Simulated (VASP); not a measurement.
SiH4CO, 35 atoms in the cell. The cell holds a disordered packing, 35 atoms: a = 9.916 Å, b = 9.916 Å, c = 9.916 Å, α = 90.00°, β = 90.00°, γ = 90.00°. 

* Program: VASP 6.6.1
* Task: single point
* Functional: LDA
* Potentials or basis: VASP PAW LDA potentials, release 64 (O, C, Si, H)
* Cutoff: 520 eV
* k mesh: 1 × 1 × 1
* Occupations: fermi-dirac, width 0.05 eV
* Spin: no spin polarisation
* Dipole correction: no
* Further INCAR settings: LREAL = Auto; ALGO = Normal; EDIFF = 1e-06; NBANDS = 68

Potentials or basis: VASP PAW LDA potentials, release 64 (O, C, Si, H).

Run with:

```bash
$ cat potpaw_LDA.64/O/POTCAR potpaw_LDA.64/C/POTCAR potpaw_LDA.64/Si/POTCAR potpaw_LDA.64/H/POTCAR > POTCAR
$ mpirun -np 1 vasp_gam > vasp.out
```

Hardware: 1 thread of Intel(R) Xeon(R) Platinum 8259CL CPU @ 2.50GHz (Skylake/Cascade Lake), with other jobs on the host.

Q: How long does it take, and how much memory?

A: It took 2 min on 1 thread of Intel(R) Xeon(R) Platinum 8259CL CPU @ 2.50GHz (Skylake/Cascade Lake), on a shared host, peak memory 0.71 GiB. Counts: scf iterations 21, k points 1.
